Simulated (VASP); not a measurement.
Runs of VASP 6.6.1 on Ba. The structure is that of space group P6/mmm (No. 191), or close to it. The cells are those of the table. This isn't the form of Ba at room conditions, which is bcc.

| cell | further INCAR settings | gap on the mesh (eV) | pressure (GPa) |
| --- | --- | --- | --- |
| a = 6.996, b = 6.996, c = 4.027 Å, angles 90.0, 90.0, 120.0°, 2 atoms | ALGO = Fast; EDIFF = 1e-06; NBANDS = 17 | none | -0.3 |
| a = 6.786, b = 6.786, c = 3.909 Å, angles 90.0, 90.0, 120.0°, 2 atoms | ALGO = Fast; EDIFF = 1e-06; NBANDS = 17 | none | -0.1 |
| a = 6.786, b = 6.786, c = 3.968 Å, angles 90.0, 90.0, 120.0°, 2 atoms | ALGO = Fast; EDIFF = 1e-06; NBANDS = 17 | none | -0.1 |
| a = 7.206, b = 7.206, c = 3.792 Å, angles 90.0, 90.0, 120.0°, 2 atoms | ALGO = Fast; EDIFF = 1e-07; NBANDS = 17 | none | -0.1 |
| a = 6.786, b = 6.786, c = 3.792 Å, angles 90.0, 90.0, 120.0°, 2 atoms | ALGO = Fast; EDIFF = 1e-07; NBANDS = 17 | none | (a) |

Alike in all rows: task single point; level PBEsol; potentials or basis VASP PAW PBE potentials, release 64 (Ba_sv); no spin polarisation; k mesh 9 × 9 × 12; cutoff (eV) 520; smearing gaussian 0.15 eV.

**Question.** Fill in the values left out.

**Answer.** (a) 0.0.

Caveats: the PAW data sets were made with another functional, which shifts forces and pressure a little; spin-orbit coupling is left out, which moves the levels of the heavy elements.

A k mesh can miss the band edges, and the runs leave out spin-orbit coupling on Ba.

A gap of «none» marks levels without a gap at the run's occupations.
